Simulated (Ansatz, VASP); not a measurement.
**Two plane-wave programs on AlRu**

The input INCAR:

```
  PREC = Accurate
  ENCUT = 520
  EDIFF = 1E-6
  ISMEAR = 0
  SIGMA = 0.15
  LREAL = False
  LASPH = True
  NELM = 60
  ALGO = Fast
  ISIF = 2
  LWAVE = False
  LCHARG = False
  GGA = PS
  NBANDS = 16
```

KPOINTS

```
regular mesh
0
Gamma
  20 20 20
```

File POSCAR:

```
AlRu
1.0
    2.8871155871      0.0000000000      0.0000000000
    0.0000000000      2.8871155871      0.0000000000
    0.0000000000      0.0000000000      3.0210539391
Al Ru
1 1
Direct
    0.0000000000      0.0000000000      0.0000000000
    0.5000000000      0.5000000000      0.5000000000
```

Input for Ansatz:

```yaml
crystal:
  lattice:
    - [2.8871155871, 0.0, 0.0]
    - [0.0, 2.8871155871, 0.0]
    - [0.0, 0.0, 3.0210539391]
  atoms:
    - { symbol: Al, position: [0.0, 0.0, 0.0] }
    - { symbol: Ru, position: [0.5, 0.5, 0.5] }
basis:
  ecutwfc: 420
kpoints:
  mp_grid: { grid: [20, 20, 20] }
hamiltonian:
  xc: pbesol
scf:
  occupations: { method: gaussian, width: 0.15 }
output:
  forces: true
  stress: true
  eigenvalues: true
  write_density: true
  write_potential: true
  elf: true
  volumetric_format: npy
```

Change from the starting cell: strain -0.030 along x and y, +0.015 along z, atoms carried along.

Alike in both runs: task single point; functional PBEsol; k mesh 20 × 20 × 20; occupations gaussian, width 0.15 eV; no spin polarisation.

|  | VASP | Ansatz |
| --- | --- | --- |
| version | VASP 6.6.1 | Ansatz 0.2.0 |
| potentials or method | VASP PAW PBE potentials, release 64 (Al, Ru_pv), cutoff 520 eV | scalar-relativistic, plane waves, PAW |
| valence electrons in the cell | 17 | 19 |

VASP gave:

```
gap on the k mesh at the Fermi level (eV)                     : none
pressure (GPa)                                                : 11.6
traceless stress, the component that is largest in VASP (GPa) : -6.00
```

Problem. Estimate Ansatz's values.

Solution. gap on the k mesh at the Fermi level (eV): none; pressure (GPa): 11.4; traceless stress, the component that is largest in VASP (GPa): -5.97.

VASP's potentials were made for PBE, not for PBEsol. A gap of «none» marks a metal or a gap that the smearing closes. VASP's potentials hold 17 valence electrons a cell and Ansatz's 19, so a difference there can come from the potentials and not from the codes.
